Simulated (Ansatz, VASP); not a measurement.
## Two plane-wave programs on HfB2

```
Hf B
1.0
     3.14000    0.00000    0.00000
    -1.57000    2.71932    0.00000
     0.00000    0.00000    3.48000
Hf B
1 2
Cartesian
  0.0000 0.0000 0.0000
  0.0000 1.8129 1.7400
  1.5700 0.9064 1.7400
```

Alike in both runs: task relaxation of cell and atoms; functional PBEsol; k mesh 16 × 16 × 13; occupations gaussian, width 0.1 eV; no spin polarisation.

|  | VASP | Ansatz |
| --- | --- | --- |
| version | VASP 6.6.1 | Ansatz 0.2.0 |
| potentials or method | VASP PAW PBE potentials, release 64 (Hf_pv, B), cutoff 600 eV | plane waves, PAW |
| valence electrons in the cell | 16 | 32 |

```tsv
	VASP	Ansatz	Ansatz less VASP
relaxed volume (Å³/atom)	9.73	9.73	+0.005
relaxed cell length with the largest relative difference (Å)	3.127	3.128	+0.0013
```

VASP's potentials were made for PBE, not for PBEsol. VASP's potentials hold 16 valence electrons a cell and Ansatz's 32, so a difference there can come from the potentials and not from the codes.

Spin-orbit coupling is off throughout.
